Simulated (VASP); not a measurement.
# Al2Cu in VASP: further runs

Al2Cu is run at these levels: PBE; tasks: single point.

Program: VASP 6.6.1. These are calculated values, not measurements. Logs are shortened: lines on timing, memory, paths and dates and some standing lists are left out, and cuts for length are marked.

## (1) The cell of the first run

The structure is orthorhombic, space group Pmm2 (No. 25). Conventional cell: a = 2.885 Å, b = 4.121 Å, c = 4.121 Å, α = 90.00°, β = 90.00°, γ = 90.00°. Al (site symmetry mm2) has 4 Cu at 2.52 Å and 6 Al at 2.88 to 2.95 Å within 3.3 Å. Within 3.3 Å of Al (site symmetry mm2) lie 4 Cu at 2.48 to 2.55 Å and 6 Al at 2.88 to 2.95 Å. Cu (site symmetry mm2) has 8 Al at 2.48 to 2.55 Å and 2 Cu at 2.88 Å within 3.3 Å.

## (2) Single point, PBE (mode 4 frozen in at +0.000 Å and mode 9 at -0.035 Å (largest displacements))

Contents of INCAR:

```
SYSTEM = Al2Cu
ALGO     = Fast           ! electronic algorithm
EDIFF    = 1E-6           ! SCF threshold, eV
ENCUT    = 520            ! plane-wave cutoff, eV
GGA      = PE             ! functional
ISIF     = 2              ! what is computed and relaxed
ISMEAR   = 0              ! smearing method
LASPH    = .TRUE.         ! aspherical terms in the spheres
LCHARG   = .TRUE.         ! write CHGCAR
LELF     = .TRUE.         ! ELF
LREAL    = .FALSE.        ! projectors in reciprocal space
LVHAR    = .TRUE.       
LWAVE    = .FALSE.        ! write WAVECAR
NBANDS   = 16             ! bands
NELM     = 100            ! most SCF steps
PREC     = Accurate       ! precision mode
SIGMA    = 0.15           ! smearing width, eV
```

Contents of KPOINTS:

```
k-points
0
G
  10 10 14
  0 0 0
```

Contents of POSCAR:

```
Al2Cu
1.0
    4.1211626268      0.0000000000      0.0000000000
    0.0000000000      4.1211626268      0.0000000000
    0.0000000000      0.0000000000      2.8847334069
Al Cu
2 1
Direct
    0.5000000000      0.0019538196      0.5000000000
    0.0000000000      0.4913859260      0.5000000000
    0.0000000000      0.0028279343      0.0000000000
```

Potentials or basis: VASP PAW PBE potentials, release 64 (Al, Cu).

On the command line:

```bash
> cat potpaw_PBE.64/Al/POTCAR potpaw_PBE.64/Cu/POTCAR > POTCAR
> mpirun -np 1 vasp_std > vasp.out
```

OUTCAR:

```text
SYSTEM = Al2Cu
   EDIFF = 1E-6
   ENCUT = 520
   GGA = PE
   ISIF = 2
   ISMEAR = 0
   LASPH = .TRUE.
   LREAL = .FALSE.
   NELM = 100
   PREC = Accurate

 ion  position               nearest neighbor table
   1  0.500  0.002  0.500-   3 2.52   3 2.52   3 2.52   3 2.52   2 2.88   2 2.88   2 2.95   2 2.95

   2  0.000  0.491  0.500-   3 2.48   3 2.48   3 2.55   3 2.55   1 2.88   1 2.88   1 2.95   1 2.95

   3  0.000  0.003  0.000-   2 2.48   2 2.48   1 2.52   1 2.52   1 2.52   1 2.52   2 2.55   2 2.55

  LATTYP: Found a simple tetragonal cell.
 ALAT       =     4.1211626268
 C/A-ratio  =     0.6999804832

  Lattice vectors:

 A1 = (   4.1211626268,   0.0000000000,   0.0000000000)
 A2 = (   0.0000000000,   4.1211626268,   0.0000000000)
 A3 = (   0.0000000000,   0.0000000000,   2.8847334069)

Analysis of symmetry for initial positions (statically):
=====================================================================
 Subroutine PRICEL returns:
 Original cell was already a primitive cell.

 Routine SETGRP: Setting up the symmetry group for a
 simple tetragonal supercell.

 Subroutine GETGRP returns: Found  4 space group operations
 (whereof  4 operations were pure point group operations)
 out of a pool of 16 trial point group operations.

The static configuration has the point symmetry C_2v.

Analysis of symmetry for dynamics (positions and initial velocities):
=====================================================================
 Subroutine PRICEL returns:
 Original cell was already a primitive cell.

 Routine SETGRP: Setting up the symmetry group for a
 simple tetragonal supercell.

 Subroutine GETGRP returns: Found  4 space group operations
 (whereof  4 operations were pure point group operations)
 out of a pool of 16 trial point group operations.

The dynamic configuration has the point symmetry C_2v.

 Subroutine INISYM returns: Found  4 space group operations
 (whereof  4 operations are pure point group operations),
 and found     1 'primitive' translations

----------------------------------------------------------------------------------------

                                     Primitive cell

  volume of cell :      48.9943

  direct lattice vectors                    reciprocal lattice vectors
     4.121162627  0.000000000  0.000000000     0.242649973  0.000000000  0.000000000
     0.000000000  4.121162627  0.000000000     0.000000000  0.242649973  0.000000000
     0.000000000  0.000000000  2.884733407     0.000000000  0.000000000  0.346652484

  length of vectors
     4.121162627  4.121162627  2.884733407     0.242649973  0.242649973  0.346652484

  position of ions in fractional coordinates (direct lattice)
     0.500000000  0.001953820  0.500000000
     0.000000000  0.491385926  0.500000000
     0.000000000  0.002827934  0.000000000

  ion indices of the primitive-cell ions
   primitive index   ion index
                 1           1
                 2           2
                 3           3

----------------------------------------------------------------------------------------

 KPOINTS: k-points

Automatic generation of k-mesh.
 Grid dimensions read from file:
 generate k-points for:   10   10   14

 Generating k-lattice:

  Cartesian coordinates                     Fractional coordinates (reciprocal lattice)
     0.024264997  0.000000000  0.000000000     0.100000000  0.000000000  0.000000000
     0.000000000  0.024264997  0.000000000     0.000000000  0.100000000  0.000000000
     0.000000000  0.000000000  0.024760892     0.000000000  0.000000000  0.071428571

  Length of vectors
     0.024264997  0.024264997  0.024760892

  Shift w.r.t. Gamma in fractional coordinates (k-lattice)
     0.000000000  0.000000000  0.000000000

 Subroutine IBZKPT returns following result:
 ===========================================

 Found    288 irreducible k-points:

 Following reciprocal coordinates:
            Coordinates               Weight
  0.000000  0.000000  0.000000      1.000000
  0.100000  0.000000  0.000000      2.000000
  0.000000  0.100000  0.000000      2.000000
  0.200000  0.000000  0.000000      2.000000
  0.000000  0.200000  0.000000      2.000000
  0.300000  0.000000  0.000000      2.000000
[... 16 lines left out ...]
 -0.200000  0.300000  0.000000      4.000000
  0.400000  0.200000  0.000000      4.000000
 [... further k-points ...]
   k-points           NKPTS =    288   k-points in BZ     NKDIM =    288   number of bands    NBANDS=     16
   number of dos      NEDOS =    301   number of ions     NIONS =      3
   total plane-waves  NPLWV =  24576
   dimension x,y,z NGX =    32 NGY =   32 NGZ =   24
   dimension x,y,z NGXF=    64 NGYF=   64 NGZF=   48
   ions per type =               2   1
   NGX,Y,Z   is equivalent  to a cutoff of  12.91, 12.91, 13.83 a.u.
   NGXF,Y,Z  is equivalent  to a cutoff of  25.82, 25.82, 27.66 a.u.
 SYSTEM =  Al2Cu
   PREC   = accura    normal or accurate (medium, high low for compatibility)
   ISTART =      0    job   : 0-new  1-cont  2-samecut
   ICHARG =      2    charge: 1-file 2-atom 10-const
   ISPIN  =      1    spin polarized calculation?
   LNONCOLLINEAR =      F non collinear calculations
   LSORBIT =      F    spin-orbit coupling
   LASPH  =      T    aspherical Exc in radial PAW
   ENCUT  =  520.0 eV  38.22 Ry    6.18 a.u.   7.66  7.66  5.36*2*pi/ulx,y,z
   NELM   =    100;   NELMIN=  2; NELMDL= -5     # of ELM steps
   EDIFF  = 0.1E-05   stopping-criterion for ELM
   LREAL  =      F    real-space projection
   EDIFFG = 0.1E-04   stopping-criterion for IOM
   NSW    =      0    number of steps for IOM
   IBRION =     -1    ionic relax: 0-MD 1-quasi-New 2-CG
   NFREE  =      0    steps in history (QN), initial steepest desc. (CG)
   ISIF   =      2    stress and relaxation
   ISYM   =      2    0-nonsym 1-usesym 2-fastsym
   POTIM  = 0.5000    time-step for ionic-motion
   TEBEG  =    0.0;   TEEND  =   0.0 temperature during run
   PSTRESS=    0.0 pullay stress
   NELECT =      17.0000    total number of electrons
   NUPDOWN=      -1.0000    fix difference up-down
   EMIN   =  10.00;   EMAX   =-10.00  energy-range for DOS
   EFERMI =   0.00;   METHOD = LEGACY
   ISMEAR =     0;   SIGMA  =   0.15  broadening in eV -4-tet -1-fermi 0-gaus
   EFERMI_NEDOS =   21; number of points for ismear=-14 and -15
   IALGO  =     68    algorithm
   IMIX   =      4    mixing-type and parameters
     AMIX     =   0.40;   BMIX     =  1.00
     AMIX_MAG =   1.60;   BMIX_MAG =  1.00
  volume/ion in A,a.u.               =      16.33       110.21
  Fermi-wavevector in a.u.,A,eV,Ry     =   1.150384  2.173910 18.005716  1.323383
  Thomas-Fermi vector in A             =   2.287048
   LORBIT       =      0    0 simple, 1 ext, 2 COOP (PROOUT), +10 PAW based schemes
   GGA     = PE    functional components
   LHFCALC =     F    Hartree Fock is set to
   AEXX    =    0.0000 exact exchange contribution
   IVDW    =     0    specifies the selected vdW correction
   LEPSILON=     F    determine dielectric tensor
   LRPA    =     F    only Hartree local field effects (RPA)
 non-spin polarized calculation
 RMM-DIIS sequential band-by-band and
 Gauss-broadening in eV      SIGMA  =   0.15
  energy-cutoff  :      520.00
  volume of cell :       48.99
 maximum number of plane-waves:      1339
   NGX = 15   NGY = 15   NGZ = 11

 number of electron      16.9999985 magnetization

 Free energy of the ion-electron system (eV)
  ---------------------------------------------------
  ext. energy  EPLUGINS =         0.00000000
  ---------------------------------------------------
  free energy    TOTEN  =       -11.29092317 eV

  energy without entropy =      -11.28049818  energy(sigma->0) =      -11.28571068

 E-fermi :   7.0680     XC(G=0): -10.3655

 val. band max:        7.0591158005   @ k =   0.4000   0.4000   0.4286
 cond. band min:       7.0709938327   @ k =  -0.2000   0.3000   0.2857
 fundamental gap:      0.0118780322
 Fermi energy:         7.0679591984

 k-point     1 :       0.0000    0.0000    0.0000
  band No.  band energies     occupation
      1      -3.3960      2.00000
      2       1.7044      2.00000
      3       2.2357      2.00000
      4       2.8788      2.00000
      5       3.0829      2.00000
      6       3.0850      2.00000
[... 8 lines left out ...]
     15      14.2195      0.00000
     16      19.4846      0.00000

 k-point     2 :       0.1000    0.0000    0.0000
  band No.  band energies     occupation
      1      -3.3124      2.00000
      2       1.6534      2.00000
      3       2.2156      2.00000
      4       2.8534      2.00000
      5       3.0820      2.00000
      6       3.0834      2.00000
[... 8 lines left out ...]
     15      15.3154      0.00000
     16      19.1717      0.00000

 k-point     3 :       0.0000    0.1000    0.0000
  band No.  band energies     occupation
      1      -3.3125      2.00000
      2       1.6536      2.00000
      3       2.2159      2.00000
      4       2.8535      2.00000
      5       3.0799      2.00000
      6       3.0855      2.00000
[... 8 lines left out ...]
     15      15.3138      0.00000
     16      19.1701      0.00000

 k-point     4 :       0.2000    0.0000    0.0000
  band No.  band energies     occupation
      1      -3.0651      2.00000
      2       1.3791      2.00000
      3       2.1693      2.00000
      4       2.7940      2.00000
      5       3.0742      2.00000
      6       3.0846      2.00000
[... 8 lines left out ...]
     15      17.0580      0.00000
     16      18.4083      0.00000

 k-point     5 :       0.0000    0.2000    0.0000
  band No.  band energies     occupation
      1      -3.0655      2.00000
      2       1.3805      2.00000
      3       2.1701      2.00000
      4       2.7944      2.00000
      5       3.0721      2.00000
      6       3.0866      2.00000
[... 8 lines left out ...]
     15      17.0569      0.00000
     16      18.4115      0.00000

 k-point     6 :       0.3000    0.0000    0.0000
  band No.  band energies     occupation
      1      -2.6684      2.00000
      2       0.7127      2.00000
      3       2.1502      2.00000
      4       2.7312      2.00000
      5       2.9469      2.00000
      6       3.0646      2.00000
[... 8 lines left out ...]
     15      17.5144      0.00000
     16      18.9519      0.00000
[... 267 lines left out ...]
 k-point    21 :       0.2000    0.2000    0.0000
  band No.  band energies     occupation
      1      -2.7336      2.00000
      2       1.3686      2.00000
      3       1.9762      2.00000
      4       2.6576      2.00000
      5       3.0738      2.00000
      6       3.0763      2.00000
[... 8 lines left out ...]
     15      17.5986      0.00000
     16      18.2800      0.00000

 k-point    22 :       0.3000    0.2000    0.0000
  band No.  band energies     occupation
      1      -2.3346      2.00000
      2       0.9233      2.00000
      3       1.9171      2.00000
      4       2.5813      2.00000
      5       3.0466      2.00000
      6       3.0666      2.00000
[... 8 lines left out ...]
     15      17.6989      0.00000
     16      18.4569      0.00000

 k-point    23 :      -0.2000    0.3000    0.0000
  band No.  band energies     occupation
      1      -2.3354      2.00000
      2       0.9267      2.00000
      3       1.9163      2.00000
      4       2.5811      2.00000
      5       3.0472      2.00000
      6       3.0646      2.00000
[... 8 lines left out ...]
     15      17.7032      0.00000
     16      18.4576      0.00000

 k-point    24 :       0.4000    0.2000    0.0000
  band No.  band energies     occupation
      1      -1.8341      2.00000
      2       0.1817      2.00000
      3       2.0050      2.00000
      4       2.5336      2.00000
      5       2.8605      2.00000
      6       3.0591      2.00000
[... 8 lines left out ...]
     15      16.9592      0.00000
     16      18.6303      0.00000

 [... further k-points ...]

------------------------ aborting loop because EDIFF is reached ----------------------------------------

  FORCE on cell =-STRESS in cart. coord.  units (eV):
  Direction    XX          YY          ZZ          XY          YZ          ZX
  --------------------------------------------------------------------------------------
  -------------------------------------------------------------------------------------
  Total       -0.0095037      0.0216580      0.0050222      0.0000000      0.0000000      0.0000000
  in kB       -0.3107828      0.7082438      0.1642322      0.0000000      0.0000000      0.0000000
  external PRESSURE =       0.1872310 kB  Pullay stress =       0.0000000 kB

 VOLUME and BASIS-vectors are now :
 -----------------------------------------------------------------------------
  energy-cutoff  :      520.00
  volume of cell :       48.99
      direct lattice vectors                 reciprocal lattice vectors
     4.121162627  0.000000000  0.000000000     0.242649973  0.000000000  0.000000000
     0.000000000  4.121162627  0.000000000     0.000000000  0.242649973  0.000000000
     0.000000000  0.000000000  2.884733407     0.000000000  0.000000000  0.346652484

 POSITION                                       TOTAL-FORCE (eV/Angst)
 -----------------------------------------------------------------------------------
      2.06058      0.00805      1.44237         0.000000     -0.092090      0.000000
      0.00000      2.02508      1.44237         0.000000      0.406525      0.000000
      0.00000      0.01165      0.00000         0.000000     -0.314435      0.000000
 -----------------------------------------------------------------------------------
    total drift:                               -0.000000      0.000827      0.000012

  FREE ENERGIE OF THE ION-ELECTRON SYSTEM (eV)
  ---------------------------------------------------
  free  energy   TOTEN  =       -11.2909231721 eV

  energy  without entropy=      -11.2804981844  energy(sigma->0) =      -11.28571068
```

Run time: 4 min. Hardware: 1 thread of AMD EPYC 7R43 (Zen 3), shared host; peak memory 0.29 GiB.

Results:

| Item | Value |
| --- | --- |
| Free energy | -11.2909 eV |
| Pressure | 0.0 GPa |
| Largest force | 0.407 eV/Å |

Forces on the atoms (eV/Å):
```
Al   0.000 -0.092  0.000
Al   0.000  0.407  0.000
Cu   0.000 -0.314  0.000
```

Caveat: the cell differs from its parent crystal (mode 4 frozen in at +0.000 Å and mode 9 at -0.035 Å (largest displacements)).

## (3) Single point, PBE

Contents of INCAR:

```
ALGO = Normal
EDIFF = 1E-6
ENCUT = 520
GGA = PE
ISIF = 2
ISMEAR = 0
LASPH = True
LCHARG = True
LELF = True
LREAL = False
LVHAR = True
LWAVE = False
NBANDS = 16
NELM = 80
PREC = Accurate
SIGMA = 0.15
```

Contents of KPOINTS:

```
k-points
0
Gamma
  10 10 14
```

Contents of POSCAR:

```
Al2Cu
1.0
    4.1211626268      0.0000000000      0.0000000000
    0.0000000000      4.1211626268      0.0000000000
    0.0000000000      0.0000000000      2.8847334069
Al Cu
2 1
Direct
    0.5000000000      0.0000000000      0.5000000000
    0.0000000000      0.5000000000      0.5000000000
    0.0000000000      0.0000000000      0.0000000000
```

Potentials or basis: VASP PAW PBE potentials, release 64 (Al, Cu).

On the command line:

```bash
> cat potpaw_PBE.64/Al/POTCAR potpaw_PBE.64/Cu/POTCAR > POTCAR
> mpirun -np 1 vasp_std > vasp.out
```

Run time: 53 s. Hardware: 1 thread of Intel Xeon Platinum 8559C (Emerald Rapids), shared host; peak memory 0.25 GiB.

It converged, with:

```
Free energy : -11.3003 eV
Pressure    : 0.2 GPa
```

Levels at points of the mesh, in eV from the Fermi level:
```tsv
k point	band 7	band 8	band 9	band 10	band 11	band 12
(0.00, 0.00, 0.00)	-2.36	-2.36	-0.15	0.92	6.10	6.10
(0.50, 0.00, 0.00)	-3.98	-1.05	1.54	1.73	1.86	7.48
(0.50, 0.50, 0.00)	-4.01	-4.01	-2.39	8.53	8.53	9.43
(0.00, 0.00, 0.50)	-2.95	2.46	2.53	2.53	2.79	2.79
(0.50, 0.00, 0.50)	-3.00	-2.42	-1.67	3.66	4.02	4.35
(0.50, 0.50, 0.50)	-2.23	-2.23	-0.84	-0.79	-0.08	-0.08
```

[end of part 1 of 2]
